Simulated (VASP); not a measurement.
# FeO (Fm-3m) in VASP: a series of runs

Runs on FeO. Level: PBE. Tasks: relaxation of cell and atoms, single point.

Program: VASP 6.6.1. These are calculated values, not measurements. Logs are shortened: lines on timing, memory, paths and dates and some standing lists are left out, and cuts for length are marked.

## (1) The cell of the first run

It takes space group Fm-3m (No. 225, cubic). The conventional cell has a = 4.311 Å, b = 4.311 Å, c = 4.311 Å, α = 90.00°, β = 90.00°, γ = 90.00°. Fe (site symmetry m-3m) has 6 O at 2.16 Å within 2.9 Å. Within 2.9 Å of O (site symmetry m-3m) lie 6 Fe at 2.16 Å.

## (2) Relaxation of cell and atoms, PBE, collinear spin, ferromagnetic start

The input, INCAR:

```
SYSTEM = FeO
PREC     = Accurate       ! precision mode
ENCUT    = 600            ! plane-wave cutoff, eV
EDIFF    = 1E-6           ! SCF threshold, eV
ISMEAR   = 0              ! smearing method
SIGMA    = 0.1            ! smearing width, eV
LREAL    = .False.        ! projectors in reciprocal space
LASPH    = .True.         ! aspherical terms in the spheres
NELM     = 150            ! most SCF steps
ALGO     = Normal         ! electronic algorithm
ISIF     = 3              ! what is computed and relaxed
LWAVE    = .False.        ! write WAVECAR
LCHARG   = .False.        ! write CHGCAR
ISPIN    = 2              ! spin polarisation
MAGMOM   = 3.79 0.35      ! initial moments
LORBIT   = 11             ! projections on sites
LMAXMIX  = 4              ! l up to which the mixer works
GGA      = PE             ! functional
IBRION   = 2              ! ionic algorithm
NSW      = 100            ! ionic steps
EDIFFG   = -0.005         ! ionic threshold
```

The input, KPOINTS:

```
Automatic mesh
0
Gamma
  16 16 16
  0 0 0
```

The input, POSCAR:

```
FeO
1.0
    0.0000000000      2.1554000000      2.1554000000
    2.1554000000      0.0000000000      2.1554000000
    2.1554000000      2.1554000000      0.0000000000
Fe O
1 1
Direct
    0.0000000000      0.0000000000      0.0000000000
    0.5000000000      0.5000000000      0.5000000000
```

Potentials or basis: VASP PAW PBE potentials, release 64 (Fe, O).

Run with:

```console
cat potpaw_PBE.64/Fe/POTCAR potpaw_PBE.64/O/POTCAR > POTCAR
mpirun -np 1 vasp_std > vasp.out
```

OUTCAR:

```text
SYSTEM = FeO
   PREC = Accurate
   ENCUT = 600
   EDIFF = 1E-6
   ISMEAR = 0
   LREAL = .False.
   LASPH = .True.
   NELM = 150
   ISIF = 3
   ISPIN = 2
   LORBIT = 11
   GGA = PE
   IBRION = 2
   NSW = 100
   EDIFFG = -0.005

 ion  position               nearest neighbor table
   1  0.000  0.000  0.000-   2 2.16   2 2.16   2 2.16   2 2.16   2 2.16   2 2.16
   2  0.500  0.500  0.500-   1 2.16   1 2.16   1 2.16   1 2.16   1 2.16   1 2.16

  LATTYP: Found a face centered cubic cell.
 ALAT       =     4.3108000000

  Lattice vectors:

 A1 = (   0.0000000000,   2.1554000000,   2.1554000000)
 A2 = (   2.1554000000,   0.0000000000,   2.1554000000)
 A3 = (   2.1554000000,   2.1554000000,   0.0000000000)

Analysis of symmetry for initial positions (statically):
=====================================================================
 Subroutine PRICEL returns:
 Original cell was already a primitive cell.

 Routine SETGRP: Setting up the symmetry group for a
 face centered cubic supercell.

 Subroutine GETGRP returns: Found 48 space group operations
 (whereof 48 operations were pure point group operations)
 out of a pool of 48 trial point group operations.

The static configuration has the point symmetry O_h .

Analysis of symmetry for dynamics (positions and initial velocities):
=====================================================================
 Subroutine PRICEL returns:
 Original cell was already a primitive cell.

 Routine SETGRP: Setting up the symmetry group for a
 face centered cubic supercell.

 Subroutine GETGRP returns: Found 48 space group operations
 (whereof 48 operations were pure point group operations)
 out of a pool of 48 trial point group operations.

The dynamic configuration has the point symmetry O_h .

Analysis of structural, dynamic, and magnetic symmetry:
=====================================================================
 Subroutine PRICEL returns:
 Original cell was already a primitive cell.

 Routine SETGRP: Setting up the symmetry group for a
 face centered cubic supercell.

 Subroutine GETGRP returns: Found 48 space group operations
 (whereof 48 operations were pure point group operations)
 out of a pool of 48 trial point group operations.

The overall configuration has the point symmetry O_h .

 Subroutine INISYM returns: Found 48 space group operations
 (whereof 48 operations are pure point group operations),
 and found     1 'primitive' translations

----------------------------------------------------------------------------------------

                                     Primitive cell

  volume of cell :      20.0269

  direct lattice vectors                    reciprocal lattice vectors
     0.000000000  2.155400000  2.155400000    -0.231975503  0.231975503  0.231975503
     2.155400000  0.000000000  2.155400000     0.231975503 -0.231975503  0.231975503
     2.155400000  2.155400000  0.000000000     0.231975503  0.231975503 -0.231975503

  length of vectors
     3.048195912  3.048195912  3.048195912     0.401793358  0.401793358  0.401793358

  position of ions in fractional coordinates (direct lattice)
     0.000000000  0.000000000  0.000000000
     0.500000000  0.500000000  0.500000000

  ion indices of the primitive-cell ions
   primitive index   ion index
                 1           1
                 2           2

----------------------------------------------------------------------------------------

 KPOINTS: Automatic mesh

Automatic generation of k-mesh.
 Grid dimensions read from file:
 generate k-points for:   16   16   16

 Generating k-lattice:

  Cartesian coordinates                     Fractional coordinates (reciprocal lattice)
    -0.014498469  0.014498469  0.014498469     0.062500000  0.000000000  0.000000000
     0.014498469 -0.014498469  0.014498469     0.000000000  0.062500000  0.000000000
     0.014498469  0.014498469 -0.014498469     0.000000000  0.000000000  0.062500000

  Length of vectors
     0.025112085  0.025112085  0.025112085

  Shift w.r.t. Gamma in fractional coordinates (k-lattice)
     0.000000000  0.000000000  0.000000000

 Subroutine IBZKPT returns following result:
 ===========================================

 Found    145 irreducible k-points:

 Following reciprocal coordinates:
            Coordinates               Weight
  0.000000  0.000000  0.000000      1.000000
  0.062500  0.000000  0.000000      8.000000
  0.125000  0.000000  0.000000      8.000000
  0.187500  0.000000  0.000000      8.000000
  0.250000  0.000000  0.000000      8.000000
  0.312500  0.000000  0.000000      8.000000
[... 16 lines left out ...]
 -0.125000  0.062500  0.000000     24.000000
 -0.062500  0.062500  0.000000     12.000000
 [... further k-points ...]
   k-points           NKPTS =    145   k-points in BZ     NKDIM =    145   number of bands    NBANDS=     13
   number of dos      NEDOS =    301   number of ions     NIONS =      2
   total plane-waves  NPLWV =  13824
[... 26 lines left out ...]
   NELECT =      14.0000    total number of electrons
   NUPDOWN=      -1.0000    fix difference up-down
   EMIN   =  10.00;   EMAX   =-10.00  energy-range for DOS
   EFERMI =   0.00;   METHOD = LEGACY
   ISMEAR =     0;   SIGMA  =   0.10  broadening in eV -4-tet -1-fermi 0-gaus
   EFERMI_NEDOS =   21; number of points for ismear=-14 and -15
   IALGO  =     38    algorithm
   IMIX   =      4    mixing-type and parameters
     AMIX     =   0.40;   BMIX     =  1.00
     AMIX_MAG =   1.60;   BMIX_MAG =  1.00
  volume/ion in A,a.u.               =      10.01        67.57
  Fermi-wavevector in a.u.,A,eV,Ry     =   1.452935  2.745650 28.722187  2.111021
  Thomas-Fermi vector in A             =   2.570260
   LORBIT       =     11    0 simple, 1 ext, 2 COOP (PROOUT), +10 PAW based schemes
   GGA     = PE    functional components
   LHFCALC =     F    Hartree Fock is set to
   AEXX    =    0.0000 exact exchange contribution
   IVDW    =     0    specifies the selected vdW correction
   LEPSILON=     F    determine dielectric tensor
   LRPA    =     F    only Hartree local field effects (RPA)
 conjugate gradient relaxation of ions
 spin polarized calculation
 Gauss-broadening in eV      SIGMA  =   0.10
  energy-cutoff  :      600.00
  volume of cell :       20.03
 maximum number of plane-waves:       692
   NGX = 13   NGY = 13   NGZ = 13

--------------------------------------- Ionic step        1  -------------------------------------------

 number of electron      13.9999999 magnetization       3.9993383

 Free energy of the ion-electron system (eV)
  ---------------------------------------------------
  ext. energy  EPLUGINS =         0.00000000
  ---------------------------------------------------
  free energy    TOTEN  =       -14.93621325 eV

  energy without entropy =      -14.92926356  energy(sigma->0) =      -14.93273840

------------------------ aborting loop because EDIFF is reached ----------------------------------------

  FORCE on cell =-STRESS in cart. coord.  units (eV):
  Direction    XX          YY          ZZ          XY          YZ          ZX
  --------------------------------------------------------------------------------------
  -------------------------------------------------------------------------------------
  Total       -0.0506808     -0.0506808     -0.0506808      0.0000000      0.0000000      0.0000000
  in kB       -4.0545325     -4.0545325     -4.0545325      0.0000000      0.0000000      0.0000000
  external PRESSURE =      -4.0545325 kB  Pullay stress =       0.0000000 kB
[... 57 lines left out ...]
  energy  without entropy=      -14.9293139533  energy(sigma->0) =      -14.93276877

--------------------------------------- Ionic step        3  -------------------------------------------

 number of electron      13.9999998 magnetization       4.0000372

 Free energy of the ion-electron system (eV)
  ---------------------------------------------------
  ext. energy  EPLUGINS =         0.00000000
  ---------------------------------------------------
  free energy    TOTEN  =       -14.93625785 eV

  energy without entropy =      -14.92932924  energy(sigma->0) =      -14.93279355

 E-fermi :   6.2211     XC(G=0): -12.1740

 val. band max:        6.2158110580   @ k =   0.3125   0.1250   0.0625
 cond. band min:       6.2293962360   @ k =  -0.2500   0.3750   0.1250
 fundamental gap:      0.0135851780
 Fermi energy:         6.2210809586

 spin component 1

 k-point     1 :       0.0000    0.0000    0.0000
  band No.  band energies     occupation
      1     -14.5164      1.00000
      2       2.3465      1.00000
      3       2.3465      1.00000
      4       2.3465      1.00000
      5       2.4173      1.00000
      6       2.4173      1.00000
      7       2.4173      1.00000
      8       2.5438      1.00000
      9       2.5438      1.00000
     10       6.3220      0.07684
     11      21.6966      0.00000
     12      23.2722      0.00000
     13      23.2722      0.00000
[... 353 lines left out ...]
 k-point    24 :      -0.0625    0.0625    0.0000
  band No.  band energies     occupation
      1     -14.4144      1.00000
      2       1.2703      1.00000
      3       1.4131      1.00000
      4       1.7682      1.00000
      5       2.3937      1.00000
      6       2.5221      1.00000
      7       2.9073      1.00000
      8       3.0359      1.00000
      9       3.6490      1.00000
     10       7.0493      0.00000
     11      20.1387      0.00000
     12      22.2768      0.00000
     13      23.4115      0.00000

 [... further k-points ...]

 spin component 2

 k-point     1 :       0.0000    0.0000    0.0000
  band No.  band energies     occupation
      1     -13.9830      1.00000
      2       2.9766      1.00000
      3       2.9766      1.00000
      4       2.9766      1.00000
      5       5.4846      1.00000
      6       5.4848      1.00000
      7       5.4849      1.00000
      8       6.4136      0.00324
      9       6.4140      0.00319
     10       7.1233      0.00000
     11      21.6456      0.00000
     12      24.1608      0.00000
     13      24.1608      0.00000
[... 397 lines left out ...]
  FREE ENERGIE OF THE ION-ELECTRON SYSTEM (eV)
  ---------------------------------------------------
  free  energy   TOTEN  =       -14.9362578510 eV

  energy  without entropy=      -14.9293292426  energy(sigma->0) =      -14.93279355

 reached required accuracy - stopping structural energy minimisation

 total charge

# of ion       s       p       d       tot
------------------------------------------
    1        0.288   0.359   6.087   6.735
    2        1.553   3.440   0.000   4.993
--------------------------------------------------
tot          1.841   3.800   6.087  11.728

 magnetization (x)

# of ion       s       p       d       tot
------------------------------------------
    1        0.027   0.021   3.570   3.618
    2        0.030   0.272   0.000   0.302
--------------------------------------------------
tot          0.057   0.293   3.570   3.920
```

It took 90 s on 1 thread of Intel Xeon Platinum 8488C (Sapphire Rapids), shared host; peak memory 0.21 GiB.

Results:

```
Free energy                                           : -14.9363 eV
Relaxed volume                                        : 9.99 Å³/atom
Relaxed cell                                          : a = 3.046 Å, b = 3.046 Å, c = 3.046 Å, α = 60.00°, β = 60.00°, γ = 60.00°
Space group after relaxing (to 0.1 Å)                 : Fm-3m (No. 225)
Energy gained by relaxing                             : 0.0 meV/atom
Ionic steps                                           : 3
Pressure after relaxing                               : 0.0 GPa
Band gap on the k mesh                                : zero (filled and empty bands overlap)
Net moment                                            : 4.00 μB per cell
Site moments                                          : Fe +3.62; O +0.30 μB
Valence electrons inside the program's atomic spheres : Fe 6.74; O 4.99
```

Final structure:
```yaml
crystal:
  lattice:
    - [0.00000, 2.15402, 2.15402]
    - [2.15402, 0.00000, 2.15402]
    - [2.15402, 2.15402, 0.00000]
  atoms:
    - { symbol: Fe, position: [0.00000, 0.00000, 0.00000] }
    - { symbol: O, position: [0.50000, 0.50000, 0.50000] }
```

Caveat: a cell with one magnetic atom can't hold antiferromagnetic order, which such compounds often take; semilocal functionals often make such compounds metallic where correlation or magnetic order opens a gap, which also shifts bond lengths. With open d or f shells a metallic result of PBE can be an artefact of self-interaction; +U or a hybrid may open a gap.

## (3) Single point, PBE, collinear spin, ferromagnetic start (9.40 Å³/atom)

This run uses another cell than the first one, of 9.40 Å³/atom.

The input, INCAR:

```
  PREC = Accurate
  ENCUT = 520
  EDIFF = 1E-6
  ISMEAR = 0
  SIGMA = 0.1
  LREAL = F
  LASPH = T
  NELM = 150
  ALGO = Normal
  ISIF = 2
  LWAVE = F
  LCHARG = F
  ISPIN = 2
  MAGMOM = 3.79 0.35
  LORBIT = 11
  LMAXMIX = 4
  GGA = PE
  NBANDS = 18
```

The input, KPOINTS:

```
regular mesh
0
Gamma
  16 16 16
```

The input, POSCAR:

```
FeO
1.0
    0.0000000000      2.1104324948      2.1104324948
    2.1104324948      0.0000000000      2.1104324948
    2.1104324948      2.1104324948      0.0000000000
Fe O
1 1
Direct
    0.0000000000      0.0000000000      0.0000000000
    0.5000000000      0.5000000000      0.5000000000
```

Potentials or basis: VASP PAW PBE potentials, release 64 (Fe, O).

Run with:

```console
cat potpaw_PBE.64/Fe/POTCAR potpaw_PBE.64/O/POTCAR > POTCAR
mpirun -np 1 vasp_std > vasp.out
```

It took 3.3 min on 1 thread of Intel Xeon 8259CL, shared host; peak memory 0.21 GiB.

It converged, with:

```
Free energy                                           : -14.8847 eV
Pressure                                              : 13.5 GPa
Band gap on the k mesh                                : zero (filled and empty bands overlap)
Net moment                                            : 4.00 μB per cell
Site moments                                          : Fe +3.61; O +0.32 μB
Valence electrons inside the program's atomic spheres : Fe 6.84; O 5.03
```

Levels at points of the mesh, in eV from the Fermi level:
Spin up:
| k point | band 5 | band 6 | band 7 | band 8 | band 9 | band 10 | band 11 | band 12 | band 13 | band 14 |
| --- | --- | --- | --- | --- | --- | --- | --- | --- | --- | --- |
| (0.00, 0.00, 0.00) | -3.94 | -3.94 | -3.94 | -3.69 | -3.69 | 0.46 | 15.69 | 17.58 | 17.58 | 17.58 |
| (0.50, 0.00, 0.00) | -3.02 | -3.02 | -2.42 | -0.12 | -0.12 | 4.27 | 9.11 | 13.03 | 13.03 | 20.37 |
| (0.50, 0.50, 0.00) | -4.98 | -3.25 | -2.72 | -2.72 | -2.64 | 5.79 | 9.18 | 11.12 | 15.49 | 15.49 |
Spin down:
| k point | band 3 | band 4 | band 5 | band 6 | band 7 | band 8 |
| --- | --- | --- | --- | --- | --- | --- |
| (0.00, 0.00, 0.00) | -3.43 | -3.43 | -0.82 | -0.82 | -0.82 | 0.17 |
| (0.50, 0.00, 0.00) | -5.52 | -5.52 | 0.44 | 0.44 | 0.67 | 3.03 |
| (0.50, 0.50, 0.00) | -4.68 | -4.68 | -2.36 | 0.77 | 0.82 | 0.82 |

Caveat: the cell stands under pressure; a cell with one magnetic atom can't hold antiferromagnetic order, which such compounds often take; semilocal functionals often make such compounds metallic where correlation or magnetic order opens a gap, which also shifts bond lengths. With open d or f shells a metallic result of PBE can be an artefact of self-interaction; +U or a hybrid may open a gap.

## (4) Single point, PBE, collinear spin, ferromagnetic start (9.70 Å³/atom)

This run uses another cell than the first one, of 9.70 Å³/atom.

The input, INCAR:

```
SYSTEM = FeO
ALGO = Normal ; EDIFF = 1E-6
ENCUT = 520 ; GGA = PE
ISIF = 2 ; ISMEAR = 0
ISPIN = 2 ; LASPH = .True.
LCHARG = .False. ; LMAXMIX = 4
LORBIT = 11 ; LREAL = .False.
LWAVE = .False. ; MAGMOM = 3.79 0.35
NBANDS = 18 ; NELM = 150
PREC = Accurate ; SIGMA = 0.1
```

The input, KPOINTS:

```
k-points
0
Gamma
  16 16 16
  0 0 0
```

The input, POSCAR:

```
FeO
1.0
    0.0000000000      2.1326492063      2.1326492063
    2.1326492063      0.0000000000      2.1326492063
    2.1326492063      2.1326492063      0.0000000000
Fe O
1 1
Direct
    0.0000000000      0.0000000000      0.0000000000
    0.5000000000      0.5000000000      0.5000000000
```

Run with:

```console
cat potpaw_PBE.64/Fe/POTCAR potpaw_PBE.64/O/POTCAR > POTCAR
mpirun -np 1 vasp_std > vasp.out
```

Run time: 2.8 min. Hardware: 1 thread of Intel Xeon 8259CL, shared host; peak memory 0.21 GiB.

The run converged. Its results:

| Item | Value |
| --- | --- |
| Free energy | -14.9220 eV |
| Pressure | 6.2 GPa |
| Band gap on the k mesh | zero (filled and empty bands overlap) |
| Net moment | 4.00 μB per cell |
| Site moments | Fe +3.61; O +0.31 μB |
| Valence electrons inside the program's atomic spheres | Fe 6.79; O 5.01 |

Levels at points of the mesh, in eV from the Fermi level:
Spin up:
```csv
k point,band 7,band 8,band 9,band 10,band 11,band 12
"(0.00, 0.00, 0.00)",-3.91,-3.68,-3.68,0.27,15.58,17.30
"(0.50, 0.00, 0.00)",-2.46,-0.23,-0.23,4.18,8.78,12.79
"(0.50, 0.50, 0.00)",-2.76,-2.76,-2.73,5.53,8.96,10.94
```
Spin down:
```
           k point  band 3  band 4  band 5  band 6  band 7  band 8
(0.00, 0.00, 0.00)   -3.33   -3.33   -0.78   -0.78   -0.78    0.18
(0.50, 0.00, 0.00)   -5.33   -5.33    0.41    0.41    0.63    2.91
(0.50, 0.50, 0.00)   -4.55   -4.55   -2.23    0.75    0.77    0.77
```

Caveat: the cell stands under pressure; a cell with one magnetic atom can't hold antiferromagnetic order, which such compounds often take; semilocal functionals often make such compounds metallic where correlation or magnetic order opens a gap, which also shifts bond lengths. With open d or f shells a metallic result of PBE can be an artefact of self-interaction; +U or a hybrid may open a gap.

## (5) Summary

| task | cell | cutoff (eV) | gap on the mesh (eV) | pressure (GPa) | moment (μB) |
| --- | --- | --- | --- | --- | --- |
| relaxation of cell and atoms | relaxed from a = 3.048 Å, angles 60.0°, 2 atoms | 600 | none | 0.0 | 4.00 |
| single point | a = 2.985 Å, angles 60.0°, 2 atoms | 520 | none | 13.5 | 4.00 |
| single point | a = 3.016 Å, angles 60.0°, 2 atoms | 520 | none | 6.2 | 4.00 |

Alike in all rows: level PBE; potentials or basis VASP PAW PBE potentials, release 64 (Fe, O); spin collinear, ferromagnetic start; k mesh 16 × 16 × 16; smearing gaussian 0.1 eV.

Caveats: a cell with one magnetic atom can't hold antiferromagnetic order, which such compounds often take; semilocal functionals often make such compounds metallic where correlation or magnetic order opens a gap, which also shifts bond lengths; the cell stands under pressure (at least some runs).

Total energies depend on the potentials used, so only differences within one code and one set of settings carry meaning.
